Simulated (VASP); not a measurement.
# Cu: single point with LDA

The system is Cu.

```xyz
2
Lattice="2.4772 0.0000 0.0000 -1.2386 2.1453 0.0000 0.0000 0.0000 4.0990" Properties=species:S:1:pos:R:3 pbc="T T T"
Cu    0.0000    1.4302    1.0248
Cu    1.2386    0.7151    3.0743
```

This isn't the form of Cu at room conditions, which is fcc.

```
Program                : VASP 6.6.1
Task                   : single point
Functional             : LDA
Potentials or basis    : VASP PAW LDA potentials, release 64 (Cu)
Cutoff                 : 520 eV
k mesh                 : 15 × 15 × 8
Occupations            : methfessel-paxton, width 0.15 eV
Spin                   : no spin polarisation
Dipole correction      : no
Further INCAR settings : ALGO = Normal; EDIFF = 1e-06; NBANDS = 18
```

```json
{
  "Pressure": "0.9 GPa",
  "Band gap on the k mesh": "zero (bands 11 and 12 overlap by 6.42 eV)"
}
```

Stress tensor (GPa, compression positive):
```
0.90 0.00 0.00
0.00 0.90 0.00
0.00 0.00 1.05
```

Levels at points of the mesh, in eV from the Fermi level:
```csv
k point,band 8,band 9,band 10,band 11,band 12,band 13,band 14,band 15
"(0.00, 0.00, 0.00)",-2.81,-2.81,-2.00,-2.00,-1.49,3.80,22.14,23.03
"(0.00, 0.00, 0.50)",-3.46,-2.26,-2.26,-2.26,-2.26,12.63,12.63,22.83
```

It took 41 s on 1 thread of Intel(R) Xeon(R) Platinum 8259CL CPU @ 2.50GHz (Skylake/Cascade Lake), on a shared host, peak memory 0.15 GiB.
